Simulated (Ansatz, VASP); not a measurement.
# Cu3Mo: VASP beside Ansatz

```
Cu Mo
1.0
     2.65169    0.00000    0.00000
    -1.32585    2.29643    0.00000
     0.00000    0.00000    8.67048
Cu Mo
3 1
Direct
  0.00000 0.00000 0.00000
  0.66667 0.33333 0.76123
  0.66667 0.33333 0.23877
  0.00000 0.00000 0.50000
```

Change from the starting cell: species swapped into the Co3Ir type (P-6m2, No. 187).

Alike in both runs: functional PBE; k mesh 18 × 18 × 6; occupations gaussian, width 0.1 eV; no spin polarisation.

Ansatz relaxed the structure, and its values are those at the end. VASP's run is a single point on that final structure, the one shown.

|  | VASP | Ansatz |
| --- | --- | --- |
| version | VASP 6.6.1 | Ansatz 0.2.0 |
| potentials or method | VASP PAW PBE potentials, release 64 (Cu, Mo_sv), cutoff 520 eV | scalar-relativistic, plane waves, PAW |
| valence electrons in the cell | 47 | 71 |

|  | VASP | Ansatz | Ansatz less VASP |
| --- | --- | --- | --- |
| gap on the k mesh at the Fermi level (eV) | none | none | - |
| pressure (GPa) | 0.6 | 0.0 | -0.63 |
| rms of the force components (eV/Å) | 0.004 | 0.000 | -0.0032 |

A gap of «none» marks a metal or a gap that the smearing closes. VASP's potentials hold 47 valence electrons a cell and Ansatz's 71, so a difference there can come from the potentials and not from the codes.
